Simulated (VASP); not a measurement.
# B2P3 (Pmmm) in VASP: single point with PBE

Aim: the single point of B2P3 with PBE.

Program: VASP 6.6.1. These are calculated values, not measurements. Logs are shortened: lines on timing, memory, paths and dates and some standing lists are left out, and cuts for length are marked.

## (1) The cell of the first run

The structure is orthorhombic, space group Pmmm (No. 47). Conventional cell: a = 2.927 Å, b = 2.927 Å, c = 6.694 Å, α = 90.00°, β = 90.00°, γ = 90.00°. B (site symmetry mm2) has 6 P at 2.13 to 2.22 Å within 2.8 Å. P (site symmetry mmm) has 4 B at 2.22 Å and 8 P at 2.64 to 2.93 Å within 3.0 Å. Within 2.8 Å of P (site symmetry mm2) lie 4 B at 2.13 Å and 3 P at 2.31 to 2.64 Å.

The cell was built from a structure type or drawn by symmetry, and may not be a known phase.

## (2) Single point, PBE

The input, INCAR:

```
SYSTEM = B2P3
PREC = Accurate ; ENCUT = 500
EDIFF = 1E-6 ; ISMEAR = 0
SIGMA = 0.2 ; LREAL = .False.
LASPH = .True. ; NELM = 120
ALGO = Normal ; ISIF = 2
LWAVE = .False. ; LCHARG = .False.
GGA = PE ; NBANDS = 18
GGA_COMPAT = .False.
```

The input, KPOINTS:

```
Automatic mesh
0
Gamma
  5 4 3
  0 0 0
```

The input, POSCAR:

```
B2P3
1.0
    2.9274437236      0.0000000000      0.0000000000
    0.0000000000      2.9266064265      0.0000000000
    0.0000000000      0.0000000000      6.6943798781
B P
2 3
Direct
    0.0000000000      0.5000000000      0.2499263492
    0.0000000000      0.5000000000      0.7500736508
    0.5000000000      0.5000000000      0.5000000000
    0.5000000000      0.0000000000      0.1723836682
    0.5000000000      0.0000000000      0.8276163318
```

Potentials or basis: VASP PAW PBE potentials, release 64 (B, P).

Command:

```
> cat potpaw_PBE.64/B/POTCAR potpaw_PBE.64/P/POTCAR > POTCAR
> mpirun -np 1 vasp_std > vasp.out
```

OUTCAR:

```text
SYSTEM = B2P3
   PREC = Accurate
   ENCUT = 500
   EDIFF = 1E-6
   ISMEAR = 0
   LREAL = .False.
   LASPH = .True.
   NELM = 120
   ISIF = 2
   GGA = PE

 ion  position               nearest neighbor table
   1  0.000  0.500  0.250-   4 2.13   4 2.13   4 2.13   4 2.13   3 2.22   3 2.22
   2  0.000  0.500  0.750-   5 2.13   5 2.13   5 2.13   5 2.13   3 2.22   3 2.22
   3  0.500  0.500  0.500-   1 2.22   2 2.22   1 2.22   2 2.22   4 2.64   5 2.64   4 2.64   5 2.64

   4  0.500  0.000  0.172-   1 2.13   1 2.13   1 2.13   1 2.13   5 2.31   3 2.64   3 2.64
   5  0.500  0.000  0.828-   2 2.13   2 2.13   2 2.13   2 2.13   4 2.31   3 2.64   3 2.64

  LATTYP: Found a simple orthorhombic cell.
 ALAT       =     2.9266064265
 B/A-ratio  =     1.0002860983
 C/A-ratio  =     2.2874206171

  Lattice vectors:

 A1 = (   0.0000000000,  -2.9266064265,   0.0000000000)
 A2 = (   2.9274437236,   0.0000000000,   0.0000000000)
 A3 = (   0.0000000000,   0.0000000000,   6.6943798781)

Analysis of symmetry for initial positions (statically):
=====================================================================
 Subroutine PRICEL returns:
 Original cell was already a primitive cell.

 Routine SETGRP: Setting up the symmetry group for a
 simple orthorhombic supercell.

 Subroutine GETGRP returns: Found  8 space group operations
 (whereof  8 operations were pure point group operations)
 out of a pool of  8 trial point group operations.

The static configuration has the point symmetry D_2h.

Analysis of symmetry for dynamics (positions and initial velocities):
=====================================================================
 Subroutine PRICEL returns:
 Original cell was already a primitive cell.

 Routine SETGRP: Setting up the symmetry group for a
 simple orthorhombic supercell.

 Subroutine GETGRP returns: Found  8 space group operations
 (whereof  8 operations were pure point group operations)
 out of a pool of  8 trial point group operations.

The dynamic configuration has the point symmetry D_2h.

 Subroutine INISYM returns: Found  8 space group operations
 (whereof  8 operations are pure point group operations),
 and found     1 'primitive' translations

----------------------------------------------------------------------------------------

                                     Primitive cell

  volume of cell :      57.3539

  direct lattice vectors                    reciprocal lattice vectors
     2.927443724  0.000000000  0.000000000     0.341594953  0.000000000  0.000000000
     0.000000000  2.926606426  0.000000000     0.000000000  0.341692682  0.000000000
     0.000000000  0.000000000  6.694379878     0.000000000  0.000000000  0.149379034

  length of vectors
     2.927443724  2.926606426  6.694379878     0.341594953  0.341692682  0.149379034

  position of ions in fractional coordinates (direct lattice)
     0.000000000  0.500000000  0.249926349
     0.000000000  0.500000000  0.750073651
     0.500000000  0.500000000  0.500000000
     0.500000000  0.000000000  0.172383668
     0.500000000  0.000000000  0.827616332

  ion indices of the primitive-cell ions
   primitive index   ion index
                 1           1
                 2           2
                 3           3
                 4           4
                 5           5

----------------------------------------------------------------------------------------

 KPOINTS: Automatic mesh

Automatic generation of k-mesh.
 Grid dimensions read from file:
 generate k-points for:    5    4    3

 Generating k-lattice:

  Cartesian coordinates                     Fractional coordinates (reciprocal lattice)
     0.068318991  0.000000000  0.000000000     0.200000000  0.000000000  0.000000000
     0.000000000  0.085423171  0.000000000     0.000000000  0.250000000  0.000000000
     0.000000000  0.000000000  0.049793011     0.000000000  0.000000000  0.333333333

  Length of vectors
     0.068318991  0.085423171  0.049793011

  Shift w.r.t. Gamma in fractional coordinates (k-lattice)
     0.000000000  0.000000000  0.000000000

 Subroutine IBZKPT returns following result:
 ===========================================

 Found     18 irreducible k-points:

 Following reciprocal coordinates:
            Coordinates               Weight
  0.000000  0.000000  0.000000      1.000000
  0.200000  0.000000  0.000000      2.000000
  0.400000  0.000000  0.000000      2.000000
  0.000000  0.250000  0.000000      2.000000
  0.200000  0.250000  0.000000      4.000000
  0.400000  0.250000  0.000000      4.000000
[... 10 lines left out ...]
  0.200000  0.500000  0.333333      4.000000
  0.400000  0.500000  0.333333      4.000000
   k-points           NKPTS =     18   k-points in BZ     NKDIM =     18   number of bands    NBANDS=     18
   number of dos      NEDOS =    301   number of ions     NIONS =      5
   total plane-waves  NPLWV =  28800
   dimension x,y,z NGX =    24 NGY =   24 NGZ =   50
   dimension x,y,z NGXF=    48 NGYF=   48 NGZF=  100
   ions per type =               2   3
   NGX,Y,Z   is equivalent  to a cutoff of  13.63, 13.63, 12.42 a.u.
   NGXF,Y,Z  is equivalent  to a cutoff of  27.26, 27.27, 24.83 a.u.
 SYSTEM =  B2P3
   PREC   = accura    normal or accurate (medium, high low for compatibility)
   ISTART =      0    job   : 0-new  1-cont  2-samecut
   ICHARG =      2    charge: 1-file 2-atom 10-const
   ISPIN  =      1    spin polarized calculation?
   LNONCOLLINEAR =      F non collinear calculations
   LSORBIT =      F    spin-orbit coupling
   LASPH  =      T    aspherical Exc in radial PAW
   ENCUT  =  500.0 eV  36.75 Ry    6.06 a.u.   5.34  5.34 12.21*2*pi/ulx,y,z
   NELM   =    120;   NELMIN=  2; NELMDL= -5     # of ELM steps
   EDIFF  = 0.1E-05   stopping-criterion for ELM
   LREAL  =      F    real-space projection
   EDIFFG = 0.1E-04   stopping-criterion for IOM
   NSW    =      0    number of steps for IOM
   IBRION =     -1    ionic relax: 0-MD 1-quasi-New 2-CG
   NFREE  =      0    steps in history (QN), initial steepest desc. (CG)
   ISIF   =      2    stress and relaxation
   ISYM   =      2    0-nonsym 1-usesym 2-fastsym
   POTIM  = 0.5000    time-step for ionic-motion
   TEBEG  =    0.0;   TEEND  =   0.0 temperature during run
   PSTRESS=    0.0 pullay stress
   NELECT =      21.0000    total number of electrons
   NUPDOWN=      -1.0000    fix difference up-down
   EMIN   =  10.00;   EMAX   =-10.00  energy-range for DOS
   EFERMI =   0.00;   METHOD = LEGACY
   ISMEAR =     0;   SIGMA  =   0.20  broadening in eV -4-tet -1-fermi 0-gaus
   EFERMI_NEDOS =   21; number of points for ismear=-14 and -15
   IALGO  =     38    algorithm
   IMIX   =      4    mixing-type and parameters
     AMIX     =   0.40;   BMIX     =  1.00
     AMIX_MAG =   1.60;   BMIX_MAG =  1.00
  volume/ion in A,a.u.               =      11.47        77.41
  Fermi-wavevector in a.u.,A,eV,Ry     =   1.171189  2.213226 18.662878  1.371683
  Thomas-Fermi vector in A             =   2.307636
   LORBIT       =      0    0 simple, 1 ext, 2 COOP (PROOUT), +10 PAW based schemes
   GGA     = PE    functional components
   LHFCALC =     F    Hartree Fock is set to
   AEXX    =    0.0000 exact exchange contribution
   IVDW    =     0    specifies the selected vdW correction
   LEPSILON=     F    determine dielectric tensor
   LRPA    =     F    only Hartree local field effects (RPA)
 non-spin polarized calculation
 Gauss-broadening in eV      SIGMA  =   0.20
  energy-cutoff  :      500.00
  volume of cell :       57.35
 maximum number of plane-waves:      1471
 NGX is ok and might be reduce to    24
   NGX = 11   NGY = 11   NGZ = 25

 number of electron      21.0000001 magnetization

 Free energy of the ion-electron system (eV)
  ---------------------------------------------------
  ext. energy  EPLUGINS =         0.00000000
  ---------------------------------------------------
  free energy    TOTEN  =       -26.17218035 eV

  energy without entropy =      -26.14025284  energy(sigma->0) =      -26.15621659

 E-fermi :   8.8915     XC(G=0): -11.4907

 val. band max:        8.8428396665   @ k =   0.0000   0.5000   0.3333
 cond. band min:       8.8977707715   @ k =   0.4000   0.0000   0.3333
 fundamental gap:      0.0549311050
 Fermi energy:         8.8915334945

 k-point     1 :       0.0000    0.0000    0.0000
  band No.  band energies     occupation
      1      -7.6115      2.00000
      2      -5.4209      2.00000
      3      -3.5880      2.00000
      4       4.0117      2.00000
      5       4.7633      2.00000
      6       6.0926      2.00000
[... 10 lines left out ...]
     17      16.4946      0.00000
     18      17.5391      0.00000

 k-point     2 :       0.2000    0.0000    0.0000
  band No.  band energies     occupation
      1      -7.0455      2.00000
      2      -4.8610      2.00000
      3      -3.0027      2.00000
      4       2.6438      2.00000
      5       4.1365      2.00000
      6       4.8313      2.00000
[... 10 lines left out ...]
     17      15.6709      0.00000
     18      16.4480      0.00000

 k-point     3 :       0.4000    0.0000    0.0000
  band No.  band energies     occupation
      1      -5.5864      2.00000
      2      -3.3784      2.00000
      3      -1.4946      2.00000
      4      -1.0031      2.00000
      5       0.7190      2.00000
      6       3.1546      2.00000
[... 10 lines left out ...]
     17      13.9073      0.00000
     18      16.0910      0.00000

 k-point     4 :       0.0000    0.2500    0.0000
  band No.  band energies     occupation
      1      -6.6688      2.00000
      2      -4.4755      2.00000
      3      -2.9345      2.00000
      4       1.9837      2.00000
      5       2.7616      2.00000
      6       4.4494      2.00000
[... 249 lines left out ...]
      4      -1.6809      2.00000
      5       1.9884      2.00000
      6       2.8170      2.00000
[... 10 lines left out ...]
     17      14.8145      0.00000
     18      14.9745      0.00000

 k-point    17 :       0.2000    0.5000    0.3333
  band No.  band energies     occupation
      1      -3.4384      2.00000
      2      -3.3078      2.00000
      3      -1.8833      2.00000
      4      -1.1741      2.00000
      5       2.5506      2.00000
      6       3.2354      2.00000
[... 10 lines left out ...]
     17      15.3273      0.00000
     18      16.8848      0.00000

 k-point    18 :       0.4000    0.5000    0.3333
  band No.  band energies     occupation
      1      -1.8651      2.00000
      2      -1.8514      2.00000
      3      -0.1078      2.00000
      4       0.1333      2.00000
      5       2.3396      2.00000
      6       2.3671      2.00000
[... 10 lines left out ...]
     17      14.6535      0.00000
     18      15.7984      0.00000

------------------------ aborting loop because EDIFF is reached ----------------------------------------

  FORCE on cell =-STRESS in cart. coord.  units (eV):
  Direction    XX          YY          ZZ          XY          YZ          ZX
  --------------------------------------------------------------------------------------
  -------------------------------------------------------------------------------------
  Total       -0.1458600     -0.2737221      0.1303359     -0.0000000      0.0000000      0.0000000
  in kB       -4.0745880     -7.6464031      3.6409226     -0.0000000      0.0000000      0.0000000
  external PRESSURE =      -2.6933562 kB  Pullay stress =       0.0000000 kB

 VOLUME and BASIS-vectors are now :
 -----------------------------------------------------------------------------
  energy-cutoff  :      500.00
  volume of cell :       57.35
      direct lattice vectors                 reciprocal lattice vectors
     2.927443724  0.000000000  0.000000000     0.341594953  0.000000000  0.000000000
     0.000000000  2.926606426  0.000000000     0.000000000  0.341692682  0.000000000
     0.000000000  0.000000000  6.694379878     0.000000000  0.000000000  0.149379034

 POSITION                                       TOTAL-FORCE (eV/Angst)
 -----------------------------------------------------------------------------------
      0.00000      1.46330      1.67310         0.000000     -0.000000      0.017244
      0.00000      1.46330      5.02128         0.000000      0.000000     -0.017244
      1.46372      1.46330      3.34719         0.000000      0.000000      0.000000
      1.46372      0.00000      1.15400         0.000000      0.000000     -0.040739
      1.46372      0.00000      5.54038         0.000000      0.000000      0.040739
 -----------------------------------------------------------------------------------
    total drift:                               -0.000000      0.000000      0.000000

  FREE ENERGIE OF THE ION-ELECTRON SYSTEM (eV)
  ---------------------------------------------------
  free  energy   TOTEN  =       -26.1721803456 eV

  energy  without entropy=      -26.1402528391  energy(sigma->0) =      -26.15621659
```

Wall time 21 s (1 thread of Intel Xeon 8259CL, shared host); peak memory 0.17 GiB.

Results:

- Free energy: -26.1722 eV
- Pressure: -0.3 GPa
- Largest force: 0.041 eV/Å
- Band gap on the k mesh: zero (an odd number of electrons rules out a gap without spin polarisation)

Forces in eV/Å, atoms in the order of the input:
```
B    0.000  0.000  0.017
B    0.000  0.000 -0.017
P    0.000  0.000  0.000
P    0.000  0.000 -0.041
P    0.000  0.000  0.041
```

Stress tensor (GPa, compression positive):
```
-0.41  0.00  0.00
 0.00 -0.76  0.00
 0.00  0.00  0.36
```

Caveat: the k points lie up to 0.54 Å⁻¹ apart, too coarse for converged energies and pressures of a metal.
